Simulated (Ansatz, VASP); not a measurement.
# Zr: VASP beside Ansatz

INCAR

```
  ALGO = Fast
  EDIFF = 1E-6
  EDIFFG = -0.005
  ENCUT = 600
  GGA = PE
  IBRION = 2
  ISIF = 3
  ISMEAR = 0
  IVDW = 12
  LASPH = T
  LCHARG = F
  LREAL = F
  LWAVE = F
  NELM = 60
  NSW = 100
  PREC = Accurate
  SIGMA = 0.1
```

KPOINTS

```
k-points
0
Gamma
  15 15 8
```

POSCAR

```
Zr
1.0
    3.2319982225      0.0000000000      0.0000000000
   -1.6159991112      2.7989925656      0.0000000000
    0.0000000000      0.0000000000      5.1470000000
Zr
2
Direct
    0.3333333333      0.6666666667      0.2500000000
    0.6666666667      0.3333333333      0.7500000000
```

Input for Ansatz:

```yaml
crystal:
  lattice:
    - [3.2319982225, 0.0, 0.0]
    - [-1.6159991112, 2.7989925656, 0.0]
    - [0.0, 0.0, 5.147]
  atoms:
    - { symbol: Zr, position: [0.3333333333, 0.6666666667, 0.25] }
    - { symbol: Zr, position: [0.6666666667, 0.3333333333, 0.75] }
basis:
  ecutwfc: 420
kpoints:
  mp_grid: { grid: [15, 15, 8] }
hamiltonian:
  xc: pbe
  dispersion: d3bj
scf:
  occupations: { method: gaussian, width: 0.1 }
output:
  forces: true
  stress: true
  eigenvalues: true
relax:
  adjacent_minimum: "off"
  f_tol: 0.005
  max_steps: 80
  cell: { stress_tol: 0.05 }
```

Alike in both runs: task relaxation of cell and atoms; functional PBE; dispersion D3(BJ); k mesh 15 × 15 × 8; occupations gaussian, width 0.1 eV; no spin polarisation.

|  | VASP | Ansatz |
| --- | --- | --- |
| version | VASP 6.6.1 | Ansatz 0.2.0 |
| potentials or method | VASP PAW PBE potentials, release 64 (Zr_sv), cutoff 600 eV | scalar-relativistic, plane waves, PAW |
| valence electrons in the cell | 24 | 24 |

```tsv
	VASP	Ansatz	Ansatz less VASP
gap on the k mesh at the Fermi level, each at its own relaxed structure (eV)	none	none	-
relaxed volume (Å³/atom)	22.46	22.44	-0.013
relaxed cell length with the largest relative difference (Å)	3.184	3.183	-0.0010
```

A gap of «none» marks a metal or a gap that the smearing closes.
